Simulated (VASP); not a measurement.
Here is a VASP 6.6.1 calculation.

Contents of POSCAR:

```
BeTe
1.0
    0.0000000000      2.8064515486      2.8064515486
    2.8064515486      0.0000000000      2.8064515486
    2.8064515486      2.8064515486      0.0000000000
Te Be
1 1
Direct
    0.7500000000      0.7500000000      0.7500000000
    0.0000000000      0.0000000000      0.0000000000
```

File INCAR.step1:

```
PREC = Accurate ; ENCUT = 520
ISMEAR = -1 ; SIGMA = 0.05
LREAL = F ; LASPH = T
NELM = 80 ; NBANDS = 11
GGA = PE ; ALGO = Normal
EDIFF = 1E-4 ; LWAVE = T
LCHARG = F
```

File INCAR.step2:

```
PREC = Accurate ; ENCUT = 520
EDIFF = 1E-7 ; ISMEAR = -1
SIGMA = 0.05 ; LREAL = F
LASPH = T ; NELM = 80
ALGO = Normal ; ISIF = 2
LWAVE = F ; LCHARG = F
METAGGA = R2SCAN ; LMIXTAU = T
NBANDS = 11 ; ISTART = 1
```

KPOINTS

```
Automatic mesh
0
Gamma
  8 8 8
```

Potentials or basis: VASP PAW PBE potentials, release 64 (Te, Be).

Run with:

```bash
$ cat potpaw_PBE.64/Te/POTCAR potpaw_PBE.64/Be/POTCAR > POTCAR
$ cp INCAR.step1 INCAR
$ mpirun -np 1 vasp_std > vasp.out
$ cp INCAR.step2 INCAR
$ mpirun -np 1 vasp_std > vasp.out
```

Q: Estimate the band gap on the k mesh.

A: 2.31 eV, indirect (least direct gap 4.00 eV).

Q: Estimate the pressure.

A: 1.7 GPa.

Caveat: the PAW data sets were made with another functional, which shifts forces and pressure a little; spin-orbit coupling is left out, which moves the levels of the heavy elements. r2SCAN opens gaps a little over a GGA but as a rule still falls short of measured ones.
